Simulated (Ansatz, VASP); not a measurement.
**Bi in VASP and in Ansatz**

```
CELL_PARAMETERS angstrom
-1.68021 2.25737 1.83402
1.68021 -2.25737 1.83402
1.68021 2.25737 -1.83402
ATOMIC_POSITIONS crystal
Bi 0.00000 0.00000 0.00000
```

Change from the starting cell: strain +e along x and -e along y -0.1500, strain +e along z and -e/2 along x and y -0.0467.

Alike in both runs: task single point; functional PBEsol; dispersion D3(BJ); k mesh 16 × 16 × 16; occupations gaussian, width 0.15 eV; no spin polarisation.

|  | VASP | Ansatz |
| --- | --- | --- |
| version | VASP 6.6.1 | Ansatz 0.2.0 |
| potentials or method | VASP PAW PBE potentials, release 64 (Bi_d), cutoff 520 eV | scalar-relativistic, plane waves, PAW |
| valence electrons in the cell | 15 | 15 |

```csv
,VASP,Ansatz,Ansatz less VASP
gap on the k mesh at the Fermi level (eV),none,none,-
pressure (GPa),2.5,2.5,+0.03
"traceless stress, the component that is largest in VASP (GPa)",-1.36,-1.36,-0.001
```

VASP's potentials were made for PBE, not for PBEsol. A gap of «none» marks a metal or a gap that the smearing closes.

Spin-orbit coupling is off throughout.
